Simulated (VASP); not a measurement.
# Mo in VASP: a series of runs

The runs below take Mo through single point, relaxation of cell and atoms, with PBE.

Program: VASP 6.6.1. These are calculated values, not measurements. Logs are shortened: lines on timing, memory, paths and dates and some standing lists are left out, and cuts for length are marked.

### Step 1. The cell of the first run

Symmetry: P4/mmm, No. 123, tetragonal system. Conventional cell: a = 5.633 Å, b = 5.633 Å, c = 2.898 Å, α = 90.00°, β = 90.00°, γ = 90.00°. Mo (site symmetry m2m) has 8 Mo at 2.53 to 3.10 Å within 3.3 Å. Mo (site symmetry 4/mmm) has 10 Mo at 2.63 to 2.90 Å within 3.5 Å.

### Step 2. Single point, PBE

INCAR

```
  PREC = Accurate
  ENCUT = 520
  EDIFF = 1E-6
  ISMEAR = 0
  SIGMA = 0.1
  LREAL = F
  LASPH = T
  NELM = 100
  ALGO = Normal
  ISIF = 2
  LWAVE = F
  LCHARG = F
  GGA = PE
  NBANDS = 43
```

KPOINTS

```
Automatic mesh
0
Gamma
  8 8 14
```

POSCAR

```
Mo
1.0
    5.6333913125      0.0000000000      0.0000000000
    0.0000000000      5.6333913125      0.0000000000
    0.0000000000      0.0000000000      2.8983662214
Mo
5
Direct
    0.2753232807      0.2753232807      0.5000000000
    0.2753232807      0.7246767193      0.5000000000
    0.7246767193      0.2753232807      0.5000000000
    0.7246767193      0.7246767193      0.5000000000
    0.0000000000      0.0000000000      0.0000000000
```

Potentials or basis: VASP PAW PBE potentials, release 64 (Mo_sv).

Command:

```sh
> cat potpaw_PBE.64/Mo_sv/POTCAR > POTCAR
> mpirun -np 1 vasp_std > vasp.out
```

OUTCAR:

```text
PREC = Accurate
   ENCUT = 520
   EDIFF = 1E-6
   ISMEAR = 0
   LREAL = F
   LASPH = T
   NELM = 100
   ISIF = 2
   GGA = PE

 ion  position               nearest neighbor table
   1  0.275  0.275  0.500-   2 2.53   3 2.53   5 2.63   5 2.63   2 3.10   3 3.10
   2  0.275  0.725  0.500-   1 2.53   4 2.53   5 2.63   5 2.63   1 3.10   4 3.10
   3  0.725  0.275  0.500-   1 2.53   4 2.53   5 2.63   5 2.63   1 3.10   4 3.10
   4  0.725  0.725  0.500-   2 2.53   3 2.53   5 2.63   5 2.63   2 3.10   3 3.10
   5  0.000  0.000  0.000-   1 2.63   2 2.63   3 2.63   4 2.63   1 2.63   2 2.63   3 2.63   4 2.63

  LATTYP: Found a simple tetragonal cell.
 ALAT       =     5.6333913125
 C/A-ratio  =     0.5144975842

  Lattice vectors:

 A1 = (   5.6333913125,   0.0000000000,   0.0000000000)
 A2 = (   0.0000000000,   5.6333913125,   0.0000000000)
 A3 = (   0.0000000000,   0.0000000000,   2.8983662214)

Analysis of symmetry for initial positions (statically):
=====================================================================
 Subroutine PRICEL returns:
 Original cell was already a primitive cell.

 Routine SETGRP: Setting up the symmetry group for a
 simple tetragonal supercell.

 Subroutine GETGRP returns: Found 16 space group operations
 (whereof 16 operations were pure point group operations)
 out of a pool of 16 trial point group operations.

The static configuration has the point symmetry D_4h.

Analysis of symmetry for dynamics (positions and initial velocities):
=====================================================================
 Subroutine PRICEL returns:
 Original cell was already a primitive cell.

 Routine SETGRP: Setting up the symmetry group for a
 simple tetragonal supercell.

 Subroutine GETGRP returns: Found 16 space group operations
 (whereof 16 operations were pure point group operations)
 out of a pool of 16 trial point group operations.

The dynamic configuration has the point symmetry D_4h.

 Subroutine INISYM returns: Found 16 space group operations
 (whereof 16 operations are pure point group operations),
 and found     1 'primitive' translations

----------------------------------------------------------------------------------------

                                     Primitive cell

  volume of cell :      91.9799

  direct lattice vectors                    reciprocal lattice vectors
     5.633391312  0.000000000  0.000000000     0.177512966  0.000000000  0.000000000
     0.000000000  5.633391312  0.000000000     0.000000000  0.177512966  0.000000000
     0.000000000  0.000000000  2.898366221     0.000000000  0.000000000  0.345021962

  length of vectors
     5.633391312  5.633391312  2.898366221     0.177512966  0.177512966  0.345021962

  position of ions in fractional coordinates (direct lattice)
     0.275323281  0.275323281  0.500000000
     0.275323281  0.724676719  0.500000000
     0.724676719  0.275323281  0.500000000
     0.724676719  0.724676719  0.500000000
     0.000000000  0.000000000  0.000000000

  ion indices of the primitive-cell ions
   primitive index   ion index
                 1           1
                 2           2
                 3           3
                 4           4
                 5           5

----------------------------------------------------------------------------------------

 KPOINTS: Automatic mesh

Automatic generation of k-mesh.
 Grid dimensions read from file:
 generate k-points for:    8    8   14

 Generating k-lattice:

  Cartesian coordinates                     Fractional coordinates (reciprocal lattice)
     0.022189121  0.000000000  0.000000000     0.125000000  0.000000000  0.000000000
     0.000000000  0.022189121  0.000000000     0.000000000  0.125000000  0.000000000
     0.000000000  0.000000000  0.024644426     0.000000000  0.000000000  0.071428571

  Length of vectors
     0.022189121  0.022189121  0.024644426

  Shift w.r.t. Gamma in fractional coordinates (k-lattice)
     0.000000000  0.000000000  0.000000000

 Subroutine IBZKPT returns following result:
 ===========================================

 Found    120 irreducible k-points:

 Following reciprocal coordinates:
            Coordinates               Weight
  0.000000  0.000000  0.000000      1.000000
  0.125000  0.000000  0.000000      4.000000
  0.250000  0.000000  0.000000      4.000000
  0.375000  0.000000  0.000000      4.000000
  0.500000  0.000000  0.000000      2.000000
  0.125000  0.125000  0.000000      4.000000
[... 16 lines left out ...]
  0.375000  0.125000  0.071429     16.000000
  0.500000  0.125000  0.071429      8.000000
 [... further k-points ...]
   k-points           NKPTS =    120   k-points in BZ     NKDIM =    120   number of bands    NBANDS=     43
   number of dos      NEDOS =    301   number of ions     NIONS =      5
   total plane-waves  NPLWV =  42336
   dimension x,y,z NGX =    42 NGY =   42 NGZ =   24
   dimension x,y,z NGXF=    84 NGYF=   84 NGZF=   48
   ions per type =               5
   NGX,Y,Z   is equivalent  to a cutoff of  12.39, 12.39, 13.77 a.u.
   NGXF,Y,Z  is equivalent  to a cutoff of  24.79, 24.79, 27.53 a.u.
 SYSTEM =  unknown system
   PREC   = accura    normal or accurate (medium, high low for compatibility)
   ISTART =      0    job   : 0-new  1-cont  2-samecut
   ICHARG =      2    charge: 1-file 2-atom 10-const
   ISPIN  =      1    spin polarized calculation?
   LNONCOLLINEAR =      F non collinear calculations
   LSORBIT =      F    spin-orbit coupling
   LASPH  =      T    aspherical Exc in radial PAW
   ENCUT  =  520.0 eV  38.22 Ry    6.18 a.u.  10.47 10.47  5.39*2*pi/ulx,y,z
   NELM   =    100;   NELMIN=  2; NELMDL= -5     # of ELM steps
   EDIFF  = 0.1E-05   stopping-criterion for ELM
   LREAL  =      F    real-space projection
   EDIFFG = 0.1E-04   stopping-criterion for IOM
   NSW    =      0    number of steps for IOM
   IBRION =     -1    ionic relax: 0-MD 1-quasi-New 2-CG
   NFREE  =      0    steps in history (QN), initial steepest desc. (CG)
   ISIF   =      2    stress and relaxation
   ISYM   =      2    0-nonsym 1-usesym 2-fastsym
   POTIM  = 0.5000    time-step for ionic-motion
   TEBEG  =    0.0;   TEEND  =   0.0 temperature during run
   PSTRESS=    0.0 pullay stress
   NELECT =      70.0000    total number of electrons
   NUPDOWN=      -1.0000    fix difference up-down
   EMIN   =  10.00;   EMAX   =-10.00  energy-range for DOS
   EFERMI =   0.00;   METHOD = LEGACY
   ISMEAR =     0;   SIGMA  =   0.10  broadening in eV -4-tet -1-fermi 0-gaus
   EFERMI_NEDOS =   21; number of points for ismear=-14 and -15
   IALGO  =     38    algorithm
   IMIX   =      4    mixing-type and parameters
     AMIX     =   0.40;   BMIX     =  1.00
     AMIX_MAG =   1.60;   BMIX_MAG =  1.00
  volume/ion in A,a.u.               =      18.40       124.14
  Fermi-wavevector in a.u.,A,eV,Ry     =   1.494663  2.824503 30.395634  2.234016
  Thomas-Fermi vector in A             =   2.606907
   LORBIT       =      0    0 simple, 1 ext, 2 COOP (PROOUT), +10 PAW based schemes
   GGA     = PE    functional components
   LHFCALC =     F    Hartree Fock is set to
   AEXX    =    0.0000 exact exchange contribution
   IVDW    =     0    specifies the selected vdW correction
   LEPSILON=     F    determine dielectric tensor
   LRPA    =     F    only Hartree local field effects (RPA)
 non-spin polarized calculation
 Gauss-broadening in eV      SIGMA  =   0.10
  energy-cutoff  :      520.00
  volume of cell :       91.98
 maximum number of plane-waves:      2500
 NGX is ok and might be reduce to    42
   NGX = 21   NGY = 21   NGZ = 11

 number of electron      70.0000009 magnetization

 Free energy of the ion-electron system (eV)
  ---------------------------------------------------
  ext. energy  EPLUGINS =         0.00000000
  ---------------------------------------------------
  free energy    TOTEN  =       -48.83404876 eV

  energy without entropy =      -48.80262158  energy(sigma->0) =      -48.81833517

 E-fermi :   9.8410     XC(G=0): -12.2785

 val. band max:        9.8400222041   @ k =   0.3750   0.1250   0.0714
 cond. band min:       9.8419213783   @ k =   0.3750   0.3750   0.2857
 fundamental gap:      0.0018991742
 Fermi energy:         9.8409522293

 k-point     1 :       0.0000    0.0000    0.0000
  band No.  band energies     occupation
      1     -51.0188      2.00000
      2     -50.7948      2.00000
      3     -50.7948      2.00000
      4     -50.6555      2.00000
      5     -50.5883      2.00000
      6     -25.7076      2.00000
[... 35 lines left out ...]
     42      12.5142      0.00000
     43      12.7110      0.00000

 k-point     2 :       0.1250    0.0000    0.0000
  band No.  band energies     occupation
      1     -51.0122      2.00000
      2     -50.8075      2.00000
      3     -50.7931      2.00000
      4     -50.6573      2.00000
      5     -50.5822      2.00000
      6     -25.7452      2.00000
[... 35 lines left out ...]
     42      12.4853      0.00000
     43      12.6813      0.00000

 k-point     3 :       0.2500    0.0000    0.0000
  band No.  band energies     occupation
      1     -50.9929      2.00000
      2     -50.8398      2.00000
      3     -50.7887      2.00000
      4     -50.6618      2.00000
      5     -50.5693      2.00000
      6     -25.8016      2.00000
[... 35 lines left out ...]
     42      12.3344      0.00000
     43      12.5660      0.00000

 k-point     4 :       0.3750    0.0000    0.0000
  band No.  band energies     occupation
      1     -50.9626      2.00000
      2     -50.8813      2.00000
      3     -50.7840      2.00000
      4     -50.6666      2.00000
      5     -50.5583      2.00000
      6     -25.8407      2.00000
[... 863 lines left out ...]
     42      12.0804      0.00000
     43      12.2053      0.00000

 k-point    23 :       0.3750    0.1250    0.0714
  band No.  band energies     occupation
      1     -50.9521      2.00000
      2     -50.8748      2.00000
      3     -50.7836      2.00000
      4     -50.6802      2.00000
      5     -50.5481      2.00000
      6     -25.8010      2.00000
[... 35 lines left out ...]
     42      11.8339      0.00000
     43      11.9704      0.00000

 k-point    24 :       0.5000    0.1250    0.0714
  band No.  band energies     occupation
      1     -50.9196      2.00000
      2     -50.9108      2.00000
      3     -50.7811      2.00000
      4     -50.6839      2.00000
      5     -50.5437      2.00000
      6     -25.8133      2.00000
[... 35 lines left out ...]
     42      11.6603      0.00000
     43      11.8707      0.00000

 [... further k-points ...]
[... 5 lines left out ...]
  --------------------------------------------------------------------------------------
  -------------------------------------------------------------------------------------
  Total        0.2727363      0.2727363      0.2087246      0.0000000     -0.0000000     -0.0000000
  in kB        4.7507314      4.7507314      3.6357259      0.0000000     -0.0000000     -0.0000000
  external PRESSURE =       4.3790629 kB  Pullay stress =       0.0000000 kB

 VOLUME and BASIS-vectors are now :
 -----------------------------------------------------------------------------
  energy-cutoff  :      520.00
  volume of cell :       91.98
      direct lattice vectors                 reciprocal lattice vectors
     5.633391312  0.000000000  0.000000000     0.177512966  0.000000000  0.000000000
     0.000000000  5.633391312  0.000000000     0.000000000  0.177512966  0.000000000
     0.000000000  0.000000000  2.898366221     0.000000000  0.000000000  0.345021962

 POSITION                                       TOTAL-FORCE (eV/Angst)
 -----------------------------------------------------------------------------------
      1.55100      1.55100      1.44918        -0.003201     -0.003201      0.000000
      1.55100      4.08239      1.44918        -0.003201      0.003201      0.000000
      4.08239      1.55100      1.44918         0.003201     -0.003201     -0.000000
      4.08239      4.08239      1.44918         0.003201      0.003201     -0.000000
      0.00000      0.00000      0.00000         0.000000      0.000000     -0.000000
 -----------------------------------------------------------------------------------
    total drift:                                0.000000      0.000000      0.000000

  FREE ENERGIE OF THE ION-ELECTRON SYSTEM (eV)
  ---------------------------------------------------
  free  energy   TOTEN  =       -48.8340487576 eV

  energy  without entropy=      -48.8026215792  energy(sigma->0) =      -48.81833517
```

Wall time 4.2 min (1 thread of Intel Xeon Platinum 8488C (Sapphire Rapids), shared host); peak memory 0.41 GiB.

What came out:

| Property | Result |
| --- | --- |
| Free energy | -48.8340 eV |
| Pressure | 0.4 GPa |
| Largest force | 0.005 eV/Å |
| Band gap on the k mesh | zero (band 35 reaches 10.80 eV, above the bottom of band 36 at 9.15 eV) |

Forces in eV/Å, atoms in the order of the input:
```
Mo  -0.003 -0.003  0.000
Mo  -0.003  0.003  0.000
Mo   0.003 -0.003  0.000
Mo   0.003  0.003  0.000
Mo   0.000  0.000  0.000
```

Stress tensor (GPa, compression positive):
```
0.48 0.00 0.00
0.00 0.48 0.00
0.00 0.00 0.36
```

Levels at points of the mesh, in eV from the Fermi level:
```csv
k point,band 31,band 32,band 33,band 34,band 35,band 36,band 37,band 38,band 39,band 40
"(0.00, 0.00, 0.00)",-1.27,-1.00,-0.53,-0.18,0.13,0.37,0.37,0.62,0.80,2.00
"(0.50, 0.00, 0.00)",-1.60,-0.80,-0.70,-0.20,-0.11,0.41,0.61,0.82,0.99,1.64
"(0.50, 0.50, 0.00)",-1.02,-1.02,-0.85,-0.85,-0.59,0.27,0.27,0.29,0.59,0.92
"(0.00, 0.00, 0.50)",-1.15,-0.52,-0.52,0.58,0.58,1.12,1.52,2.84,2.84,3.09
"(0.50, 0.00, 0.50)",-0.86,-0.83,-0.57,-0.25,-0.12,0.65,0.80,1.15,1.25,2.07
"(0.50, 0.50, 0.50)",-1.16,-1.00,-0.63,-0.63,-0.56,-0.32,-0.11,-0.11,0.26,0.75
```

[end of part 1 of 2]
